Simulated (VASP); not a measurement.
# MgTePb2S6 (Fm-3m) in VASP: single point with r2SCAN

Aim: the single point of MgTePb2S6 with r2SCAN.

All numbers are computed with VASP 6.6.1; they aren't measurements. Logs are shortened: lines on timing, memory, paths and dates and some standing lists are left out, and cuts for length are marked.

### 1 The cell of the first run

It takes space group Fm-3m (No. 225, cubic). Conventional cell: a = 9.165 Å, b = 9.165 Å, c = 9.165 Å, α = 90.00°, β = 90.00°, γ = 90.00°. S (site symmetry 4mm) has 1 Te at 2.19 Å and 1 Mg at 2.39 Å within 2.9 Å. Within 4.3 Å of Pb (site symmetry -43m) lie 12 S at 3.24 Å and 4 Te at 3.97 Å and 4 Mg at 3.97 Å. Te (site symmetry m-3m) has 6 S at 2.19 Å within 2.9 Å. Mg (site symmetry m-3m) has 6 S at 2.39 Å within 3.2 Å.

### 2 Single point, r2SCAN

File POSCAR:

```
MgTePb2S6
1.0
    0.0000000000      4.5826560000      4.5826560000
    4.5826560000      0.0000000000      4.5826560000
    4.5826560000      4.5826560000      0.0000000000
S Pb Te Mg
6 2 1 1
Direct
    0.7392000000      0.2608000000      0.2608000000
    0.2608000000      0.7392000000      0.2608000000
    0.2608000000      0.7392000000      0.7392000000
    0.7392000000      0.2608000000      0.7392000000
    0.2608000000      0.2608000000      0.7392000000
    0.7392000000      0.7392000000      0.2608000000
    0.2500000000      0.2500000000      0.2500000000
    0.7500000000      0.7500000000      0.7500000000
    0.5000000000      0.5000000000      0.5000000000
    0.0000000000      0.0000000000      0.0000000000
```

File INCAR.step1:

```
SYSTEM = MgTePb2S6
ALGO     = Normal         ! electronic algorithm
EDIFF    = 1E-4           ! SCF threshold, eV
ENCUT    = 520            ! plane-wave cutoff, eV
GGA      = PE             ! functional
ISMEAR   = -5             ! smearing method
LASPH    = .True.         ! aspherical terms in the spheres
LCHARG   = .False.        ! write CHGCAR
LREAL    = .False.        ! projectors in reciprocal space
LWAVE    = .True.         ! write WAVECAR
NBANDS   = 47             ! bands
NELM     = 100            ! most SCF steps
PREC     = Accurate       ! precision mode
SIGMA    = 0.1            ! smearing width, eV
```

File INCAR.step2:

```
SYSTEM = MgTePb2S6
ALGO     = Normal         ! electronic algorithm
EDIFF    = 1E-7           ! SCF threshold, eV
ENCUT    = 520            ! plane-wave cutoff, eV
ISIF     = 2              ! what is computed and relaxed
ISMEAR   = -5             ! smearing method
ISTART   = 1            
LASPH    = .True.         ! aspherical terms in the spheres
LCHARG   = .False.        ! write CHGCAR
LMIXTAU  = .True.       
LREAL    = .False.        ! projectors in reciprocal space
LWAVE    = .False.        ! write WAVECAR
METAGGA  = R2SCAN         ! meta-GGA
NBANDS   = 47             ! bands
NELM     = 100            ! most SCF steps
PREC     = Accurate       ! precision mode
SIGMA    = 0.1            ! smearing width, eV
```

File KPOINTS:

```
k-points
0
Gamma
  5 5 5
  0 0 0
```

Potentials or basis: VASP PAW PBE potentials, release 64 (S, Pb_d, Te, Mg).

Run with:

```console
$ cat potpaw_PBE.64/S/POTCAR potpaw_PBE.64/Pb_d/POTCAR potpaw_PBE.64/Te/POTCAR potpaw_PBE.64/Mg/POTCAR > POTCAR
$ cp INCAR.step1 INCAR
$ mpirun -np 1 vasp_std > vasp.out
$ cp INCAR.step2 INCAR
$ mpirun -np 1 vasp_std > vasp.out
```

OUTCAR:

```text
SYSTEM = MgTePb2S6
   EDIFF = 1E-7
   ENCUT = 520
   ISIF = 2
   ISMEAR = -5
   ISTART = 1
   LASPH = .True.
   LREAL = .False.
   METAGGA = R2SCAN
   NELM = 100
   PREC = Accurate

 ion  position               nearest neighbor table
   1  0.739  0.261  0.261-   9 2.19  10 2.39   7 3.24   7 3.24   8 3.24   8 3.24
   2  0.261  0.739  0.261-   9 2.19  10 2.39   7 3.24   7 3.24   8 3.24   8 3.24
   3  0.261  0.739  0.739-   9 2.19  10 2.39   8 3.24   7 3.24   7 3.24   8 3.24
   4  0.739  0.261  0.739-   9 2.19  10 2.39   8 3.24   7 3.24   7 3.24   8 3.24
   5  0.261  0.261  0.739-   9 2.19  10 2.39   7 3.24   7 3.24   8 3.24   8 3.24
   6  0.739  0.739  0.261-   9 2.19  10 2.39   8 3.24   7 3.24   7 3.24   8 3.24
   7  0.250  0.250  0.250-   1 3.24   2 3.24   3 3.24   4 3.24   2 3.24   3 3.24   1 3.24   4 3.24
                             6 3.24   5 3.24   5 3.24   6 3.24
   8  0.750  0.750  0.750-   2 3.24   3 3.24   1 3.24   4 3.24   1 3.24   2 3.24   3 3.24   4 3.24
                             6 3.24   5 3.24   5 3.24   6 3.24
   9  0.500  0.500  0.500-   1 2.19   2 2.19   3 2.19   4 2.19   5 2.19   6 2.19
  10  0.000  0.000  0.000-   1 2.39   2 2.39   3 2.39   4 2.39   5 2.39   6 2.39

  LATTYP: Found a face centered cubic cell.
 ALAT       =     9.1653120000

  Lattice vectors:

 A1 = (   0.0000000000,   4.5826560000,   4.5826560000)
 A2 = (   4.5826560000,   0.0000000000,   4.5826560000)
 A3 = (   4.5826560000,   4.5826560000,   0.0000000000)

Analysis of symmetry for initial positions (statically):
=====================================================================
 Subroutine PRICEL returns:
 Original cell was already a primitive cell.

 Routine SETGRP: Setting up the symmetry group for a
 face centered cubic supercell.

 Subroutine GETGRP returns: Found 48 space group operations
 (whereof 48 operations were pure point group operations)
 out of a pool of 48 trial point group operations.

The static configuration has the point symmetry O_h .

Analysis of symmetry for dynamics (positions and initial velocities):
=====================================================================
 Subroutine PRICEL returns:
 Original cell was already a primitive cell.

 Routine SETGRP: Setting up the symmetry group for a
 face centered cubic supercell.

 Subroutine GETGRP returns: Found 48 space group operations
 (whereof 48 operations were pure point group operations)
 out of a pool of 48 trial point group operations.

The dynamic configuration has the point symmetry O_h .

 Subroutine INISYM returns: Found 48 space group operations
 (whereof 48 operations are pure point group operations),
 and found     1 'primitive' translations

----------------------------------------------------------------------------------------

                                     Primitive cell

  volume of cell :     192.4783

  direct lattice vectors                    reciprocal lattice vectors
     0.000000000  4.582656000  4.582656000    -0.109107033  0.109107033  0.109107033
     4.582656000  0.000000000  4.582656000     0.109107033 -0.109107033  0.109107033
     4.582656000  4.582656000  0.000000000     0.109107033  0.109107033 -0.109107033

  length of vectors
     6.480854267  6.480854267  6.480854267     0.188978925  0.188978925  0.188978925

  position of ions in fractional coordinates (direct lattice)
     0.739200000  0.260800000  0.260800000
     0.260800000  0.739200000  0.260800000
     0.260800000  0.739200000  0.739200000
     0.739200000  0.260800000  0.739200000
     0.260800000  0.260800000  0.739200000
     0.739200000  0.739200000  0.260800000
     0.250000000  0.250000000  0.250000000
     0.750000000  0.750000000  0.750000000
     0.500000000  0.500000000  0.500000000
     0.000000000  0.000000000  0.000000000

  ion indices of the primitive-cell ions
   primitive index   ion index
                 1           1
                 2           2
                 3           3
                 4           4
                 5           5
                 6           6
                 7           7
                 8           8
                 9           9
                10          10

----------------------------------------------------------------------------------------

 KPOINTS: k-points

Automatic generation of k-mesh.
 Grid dimensions read from file:
 generate k-points for:    5    5    5

 Generating k-lattice:

  Cartesian coordinates                     Fractional coordinates (reciprocal lattice)
    -0.021821407  0.021821407  0.021821407     0.200000000  0.000000000  0.000000000
     0.021821407 -0.021821407  0.021821407     0.000000000  0.200000000  0.000000000
     0.021821407  0.021821407 -0.021821407     0.000000000  0.000000000  0.200000000

  Length of vectors
     0.037795785  0.037795785  0.037795785

  Shift w.r.t. Gamma in fractional coordinates (k-lattice)
     0.000000000  0.000000000  0.000000000

 TETIRR: Found     24 inequivalent tetrahedra from      750

 Subroutine IBZKPT returns following result:
 ===========================================

 Found     10 irreducible k-points:

 Following reciprocal coordinates:
            Coordinates               Weight
  0.000000  0.000000  0.000000      1.000000
  0.200000  0.000000  0.000000      8.000000
  0.400000  0.000000  0.000000      8.000000
  0.200000  0.200000  0.000000      6.000000
  0.400000  0.200000  0.000000     24.000000
 -0.400000  0.200000  0.000000     24.000000
 -0.200000  0.200000  0.000000     12.000000
  0.400000  0.400000  0.000000      6.000000
 -0.400000  0.400000  0.000000     12.000000
 -0.400000  0.400000  0.200000     24.000000
   k-points           NKPTS =     10   k-points in BZ     NKDIM =     10   number of bands    NBANDS=     47
   number of dos      NEDOS =    301   number of ions     NIONS =     10
   total plane-waves  NPLWV = 110592
   dimension x,y,z NGX =    48 NGY =   48 NGZ =   48
   dimension x,y,z NGXF=    96 NGYF=   96 NGZF=   96
   ions per type =               6   2   1   1
   NGX,Y,Z   is equivalent  to a cutoff of  12.31, 12.31, 12.31 a.u.
   NGXF,Y,Z  is equivalent  to a cutoff of  24.63, 24.63, 24.63 a.u.
 SYSTEM =  MgTePb2S6
   PREC   = accura    normal or accurate (medium, high low for compatibility)
   ISTART =      1    job   : 0-new  1-cont  2-samecut
   ICHARG =      0    charge: 1-file 2-atom 10-const
   ISPIN  =      1    spin polarized calculation?
   LNONCOLLINEAR =      F non collinear calculations
   LSORBIT =      F    spin-orbit coupling
   LASPH  =      T    aspherical Exc in radial PAW
   ENCUT  =  520.0 eV  38.22 Ry    6.18 a.u.  12.05 12.05 12.05*2*pi/ulx,y,z
   NELM   =    100;   NELMIN=  2; NELMDL=  0     # of ELM steps
   EDIFF  = 0.1E-06   stopping-criterion for ELM
   LREAL  =      F    real-space projection
   EDIFFG = 0.1E-05   stopping-criterion for IOM
   NSW    =      0    number of steps for IOM
   IBRION =     -1    ionic relax: 0-MD 1-quasi-New 2-CG
   NFREE  =      0    steps in history (QN), initial steepest desc. (CG)
   ISIF   =      2    stress and relaxation
   ISYM   =      2    0-nonsym 1-usesym 2-fastsym
   POTIM  = 0.5000    time-step for ionic-motion
   TEBEG  =    0.0;   TEEND  =   0.0 temperature during run
   PSTRESS=    0.0 pullay stress
   NELECT =      72.0000    total number of electrons
   NUPDOWN=      -1.0000    fix difference up-down
   EMIN   =  10.00;   EMAX   =-10.00  energy-range for DOS
   EFERMI =   0.00;   METHOD = LEGACY
   ISMEAR =    -5;   SIGMA  =   0.10  broadening in eV -4-tet -1-fermi 0-gaus
   EFERMI_NEDOS =   21; number of points for ismear=-14 and -15
   IALGO  =     38    algorithm
   IMIX   =      4    mixing-type and parameters
     AMIX     =   0.40;   BMIX     =  1.00
     AMIX_MAG =   1.60;   BMIX_MAG =  1.00
  volume/ion in A,a.u.               =      19.25       129.89
  Fermi-wavevector in a.u.,A,eV,Ry     =   1.179574  2.229071 18.931066  1.391394
  Thomas-Fermi vector in A             =   2.315882
   LORBIT       =      0    0 simple, 1 ext, 2 COOP (PROOUT), +10 PAW based schemes
   METAGGA = R2SCAN    functional components
   LHFCALC =     F    Hartree Fock is set to
   AEXX    =    0.0000 exact exchange contribution
   IVDW    =     0    specifies the selected vdW correction
   LEPSILON=     F    determine dielectric tensor
   LRPA    =     F    only Hartree local field effects (RPA)
 non-spin polarized calculation
 Fermi weights with tetrahedron method with Bloechl corrections
  energy-cutoff  :      520.00
  volume of cell :      192.48
 maximum number of plane-waves:      5209
   NGX = 25   NGY = 25   NGZ = 25

 number of electron      72.0000005 magnetization

 Free energy of the ion-electron system (eV)
  ---------------------------------------------------
  ext. energy  EPLUGINS =         0.00000000
  ---------------------------------------------------
  free energy    TOTEN  =      -188.40576936 eV

  energy without entropy =     -188.40576936  energy(sigma->0) =     -188.40576936

 E-fermi :   7.4400     XC(G=0): -10.9906

 val. band max:        7.4415540787   @ k =   0.4000   0.4000   0.0000
 cond. band min:       7.4303892075   @ k =   0.0000   0.0000   0.0000
 fundamental gap:     -0.0111648711
 Fermi energy:         7.4399705224

 k-point     1 :       0.0000    0.0000    0.0000
  band No.  band energies     occupation
      1     -11.3977      2.00000
      2     -10.5695      2.00000
      3     -10.5695      2.00000
      4     -10.5695      2.00000
      5     -10.5487      2.00000
      6     -10.5487      2.00000
[... 39 lines left out ...]
     46      12.5853      0.00000
     47      13.0486      0.00000

 k-point     2 :       0.2000    0.0000    0.0000
  band No.  band energies     occupation
      1     -11.3706      2.00000
      2     -10.5628      2.00000
      3     -10.5628      2.00000
      4     -10.5495      2.00000
      5     -10.5446      2.00000
      6     -10.5446      2.00000
[... 39 lines left out ...]
     46      12.3989      0.00000
     47      13.0894      0.00000

 k-point     3 :       0.4000    0.0000    0.0000
  band No.  band energies     occupation
      1     -11.3277      2.00000
      2     -10.5485      2.00000
      3     -10.5485      2.00000
      4     -10.5369      2.00000
      5     -10.5363      2.00000
      6     -10.5363      2.00000
[... 339 lines left out ...]
     46      13.0233      0.00000
     47      13.2520      0.00000

 k-point    10 :      -0.4000    0.4000    0.2000
  band No.  band energies     occupation
      1     -11.3057      2.00000
      2     -10.5469      2.00000
      3     -10.5368      2.00000
      4     -10.5357      2.00000
      5     -10.5337      2.00000
      6     -10.5314      2.00000
[... 39 lines left out ...]
     46      13.4104      0.00000
     47      13.4437      0.00000

------------------------ aborting loop because EDIFF is reached ----------------------------------------

  FORCE on cell =-STRESS in cart. coord.  units (eV):
  Direction    XX          YY          ZZ          XY          YZ          ZX
  --------------------------------------------------------------------------------------
  -------------------------------------------------------------------------------------
  Total       28.8727771     28.8727771     28.8727771     -0.0000000      0.0000000     -0.0000000
  in kB      240.3351938    240.3351938    240.3351938     -0.0000000      0.0000000     -0.0000000
  external PRESSURE =     240.3351938 kB  Pullay stress =       0.0000000 kB

 VOLUME and BASIS-vectors are now :
 -----------------------------------------------------------------------------
  energy-cutoff  :      520.00
  volume of cell :      192.48
      direct lattice vectors                 reciprocal lattice vectors
     0.000000000  4.582656000  4.582656000    -0.109107033  0.109107033  0.109107033
     4.582656000  0.000000000  4.582656000     0.109107033 -0.109107033  0.109107033
     4.582656000  4.582656000  0.000000000     0.109107033  0.109107033 -0.109107033

 POSITION                                       TOTAL-FORCE (eV/Angst)
 -----------------------------------------------------------------------------------
      2.39031      4.58266      4.58266        -4.300817      0.000000      0.000000
      4.58266      2.39031      4.58266         0.000000     -4.300817      0.000000
      6.77500      4.58266      4.58266         4.300817      0.000000      0.000000
      4.58266      6.77500      4.58266         0.000000      4.300817      0.000000
      4.58266      4.58266      2.39031         0.000000      0.000000     -4.300817
      4.58266      4.58266      6.77500         0.000000      0.000000      4.300817
      2.29133      2.29133      2.29133        -0.000000     -0.000000      0.000000
      6.87398      6.87398      6.87398         0.000000      0.000000      0.000000
      4.58266      4.58266      4.58266         0.000000      0.000000      0.000000
      0.00000      0.00000      0.00000         0.000000      0.000000      0.000000
 -----------------------------------------------------------------------------------
    total drift:                               -0.000000     -0.000000     -0.000000

  FREE ENERGIE OF THE ION-ELECTRON SYSTEM (eV)
  ---------------------------------------------------
  free  energy   TOTEN  =      -188.4057693576 eV

  energy  without entropy=     -188.4057693576  energy(sigma->0) =     -188.40576936
```

Run time: 7 min. Hardware: 1 thread of Intel Xeon Platinum 8375C at 2.90GHz (Ice Lake), shared host; peak memory 0.41 GiB.

Results:

```
Free energy            : -188.4058 eV
Pressure               : 24.0 GPa
Largest force          : 4.301 eV/Å
Band gap on the k mesh : zero (bands 36 and 37 overlap by 0.01 eV)
```

Forces on the atoms (eV/Å):
```
S   -4.301  0.000  0.000
S    0.000 -4.301  0.000
S    4.301  0.000  0.000
S    0.000  4.301  0.000
S    0.000  0.000 -4.301
S    0.000  0.000  4.301
Pb   0.000  0.000  0.000
Pb   0.000  0.000  0.000
Te   0.000  0.000  0.000
Mg   0.000  0.000  0.000
```

Levels at points of the mesh, in eV from the Fermi level:
```tsv
k point	band 34	band 35	band 36	band 37	band 38	band 39
(0.00, 0.00, 0.00)	-0.65	-0.01	-0.01	-0.01	3.53	3.53
```

Caveat: the cell stands under pressure; semilocal functionals underestimate gaps, so a narrow gap can read as zero; the PAW data sets were made with another functional, which shifts forces and pressure a little; spin-orbit coupling is left out, which moves the levels of the heavy elements; tetrahedron occupations give inexact forces and stress in metals.
